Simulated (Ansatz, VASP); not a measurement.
# One calculation of SiN, two programs

```
Si N
1.0
     0.00000    2.13211    2.13211
     2.13211    0.00000    2.13211
     2.13211    2.13211    0.00000
Si N
1 1
Cartesian
  0.0000 0.0000 0.0000
  2.1321 2.1321 2.1321
```

Change from the starting cell: species swapped into the EuSe type (Fm-3m, No. 225).

Alike in both runs: functional PBE; k mesh 7 × 7 × 7; occupations gaussian, width 0.2 eV; no spin polarisation.

Ansatz relaxed the structure, and its values are those at the end. VASP's run is a single point on that final structure, the one shown.

|  | VASP | Ansatz |
| --- | --- | --- |
| version | VASP 6.6.1 | Ansatz 0.2.0 |
| potentials or method | VASP PAW PBE potentials, release 64 (Si, N), cutoff 600 eV | scalar-relativistic, plane waves, PAW |
| valence electrons in the cell | 9 | 9 |

|  | VASP | Ansatz | Ansatz less VASP |
| --- | --- | --- | --- |
| gap on the k mesh at the Fermi level (eV) | none | none | - |
| pressure (GPa) | -0.6 | -0.5 | +0.12 |

A gap of «none» marks a metal or a gap that the smearing closes. With one functional, cell and mesh, what is left measures potentials, basis and numerics.

The k mesh is coarse, so the values compare programs but aren't converged.
